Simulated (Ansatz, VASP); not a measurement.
**Two plane-wave programs on Al**

The input INCAR:

```
PREC = Accurate ; ENCUT = 500
EDIFF = 1E-7 ; ISMEAR = -1
SIGMA = 0.1 ; LREAL = False
LASPH = True ; NELM = 120
ALGO = Normal ; ISIF = 3
LWAVE = False ; LCHARG = False
GGA = PE ; IBRION = 2
NSW = 60 ; EDIFFG = -0.005
GGA_COMPAT = False ; NELMIN = 4
```

File KPOINTS:

```
regular mesh
0
Gamma
  17 17 17
```

POSCAR

```
Al
1.0
    0.0000000000      2.0199666694      2.0199666694
    2.0199666694      0.0000000000      2.0199666694
    2.0199666694      2.0199666694      0.0000000000
Al
1
Direct
    0.0000000000      0.0000000000      0.0000000000
```

Input for Ansatz:

```yaml
crystal:
  lattice:
    - [0.0, 2.0199666694, 2.0199666694]
    - [2.0199666694, 0.0, 2.0199666694]
    - [2.0199666694, 2.0199666694, 0.0]
  atoms:
    - { symbol: Al, position: [0.0, 0.0, 0.0] }
kpoints:
  mp_grid: { grid: [17, 17, 17] }
scf:
  occupations: { method: fermi_dirac, width: 0.1 }
hamiltonian:
  xc: pbe
  pseudopotentials: { kind: paw }
output:
  forces: true
  stress: true
relax:
  f_tol: 0.005
  max_steps: 40
  cell: {}
```

Alike in both runs: task relaxation of cell and atoms; functional PBE; k mesh 17 × 17 × 17; occupations fermi-dirac, width 0.1 eV; no spin polarisation.

|  | VASP | Ansatz |
| --- | --- | --- |
| version | VASP 6.6.1 | Ansatz 0.2.0 |
| potentials or method | VASP PAW PBE potentials, release 64 (Al) | PAW with Ansatz's default frozen-core files, scalar-relativistic |
| plane-wave cutoff (eV) | 500 | 420 |
| valence electrons in the cell | 3 | 3 |

```tsv
	VASP	Ansatz	Ansatz less VASP
relaxed volume (Å³/atom)	16.48	16.50	+0.013
relaxed cell length with the largest relative difference (Å)	2.857	2.857	+0.0008
```

Noted on VASP's run: the relaxation stopped at its first step, so nothing moved.
